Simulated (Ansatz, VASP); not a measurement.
**BaTiO3 in VASP and in Ansatz**

File INCAR:

```
SYSTEM = BaTiO3
  PREC = Accurate
  ENCUT = 520
  EDIFF = 1E-6
  ISMEAR = -1
  SIGMA = 0.019
  LREAL = .FALSE.
  LASPH = .TRUE.
  NELM = 150
  ALGO = Normal
  ISIF = 2
  LWAVE = .FALSE.
  LCHARG = .FALSE.
  LMAXMIX = 4
  LDAU = .TRUE.
  LDAUTYPE = 2
  LDAUL = -1 2 -1
  LDAUU = 0 3.24 0
  LDAUJ = 0 0 0
  LDAUPRINT = 1
  GGA = PE
  NBANDS = 51
```

KPOINTS

```
regular mesh
0
G
  5 7 5
  0 0 0
```

Contents of POSCAR:

```
BaTiO3
1.0
   -3.9477142800      0.0000000000     -3.9477142800
    0.0000000000     -3.9477142800      0.0000000000
   -3.9477142800      0.0000000000      3.9477142800
Ba Ti O
2 2 6
Direct
    0.0000000000      0.0000000000      0.0000000000
    0.5000000000      0.0000000000      0.5000000000
    0.0000000000      0.5000000000      0.5000000000
    0.5000000000      0.5000000000      0.0000000000
    0.7500000000      0.5000000000      0.2500000000
    0.2500000000      0.5000000000      0.7500000000
    0.0000000000      0.0000000000      0.5000000000
    0.5000000000      0.0000000000      0.0000000000
    0.7500000000      0.5000000000      0.7500000000
    0.2500000000      0.5000000000      0.2500000000
```

Input for Ansatz:

```yaml
crystal:
  lattice:
    - [3.94771428, 0.0, 3.94771428]
    - [0.0, 3.94771428, 0.0]
    - [3.94771428, 0.0, -3.94771428]
  atoms:
    - { symbol: Ba, position: [0.0, 0.0, 0.0] }
    - { symbol: Ba, position: [0.5, 0.0, 0.5] }
    - { symbol: Ti, position: [0.0, 0.5, 0.5] }
    - { symbol: Ti, position: [0.5, 0.5, 0.0] }
    - { symbol: O, position: [0.25, 0.5, 0.75] }
    - { symbol: O, position: [0.75, 0.5, 0.25] }
    - { symbol: O, position: [0.0, 0.0, 0.5] }
    - { symbol: O, position: [0.5, 0.0, 0.0] }
    - { symbol: O, position: [0.25, 0.5, 0.25] }
    - { symbol: O, position: [0.75, 0.5, 0.75] }
  symmetry: { tolerance: 0.0003 }
kpoints:
  mp_grid: { grid: [5, 7, 5], shift: [0, 0, 0] }
  band_path:
    path:
      - [0.0, 0.0, 0.0]
      - [0.0, 0.5, 0.0]
      - [0.5, 0.5, 0.5]
      - [0.0, 0.0, 0.0]
      - [1.0, 0.5, 0.0]
      - [0.0, 0.5, 0.0]
    npoints: 10
magnetization:
  spin_polarized: false
scf:
  occupations: { method: fermi_dirac, width: 0.019 }
  lower_state_search: "off"
  max_iter: 200
hamiltonian:
  pseudopotentials: { kind: paw }
  xc: pbe
  hubbard:
    projectors: all-electron-ortho-atomic
    sites: [{ species: Ti, l: d, u_eff: 3.24 }]
basis:
  ecutwfc: 420
  fft_grid_basis: typed
output:
  forces: true
  stress: true
  eigenvalues: true
  bader: true
  populations: true
  elf: true
  write_potential: true
  volumetric_format: npy
  dos:
    e_range: [-12, 8]
    de: 0.05
    projected: { site_lists: { Ba: [Ba], O: [O], Ti: [Ti] } }
checkpoint:
  read: saved_state
```

Alike in both runs: task single point; functional PBE; k mesh 5 × 7 × 5; occupations fermi-dirac, width 0.019 eV; no spin polarisation; Hubbard terms Ti d U = 3.24 eV.

|  | VASP | Ansatz |
| --- | --- | --- |
| version | VASP 6.6.1 | Ansatz 0.2.0 |
| potentials or method | VASP PAW PBE potentials, release 64 (Ba_sv, Ti_sv, O), cutoff 520 eV | PAW plane waves |
| valence electrons in the cell | 80 | 80 |

|  | VASP | Ansatz | Ansatz less VASP |
| --- | --- | --- | --- |
| gap on the k mesh at the Fermi level (eV) | 2.22 | 2.27 | +0.054 |
| pressure (GPa) | 14.9 | 11.0 | -3.91 |

The programs project onto different local orbitals, so the same U acts differently, and such runs can settle in different states.

Spin-orbit coupling is off throughout.
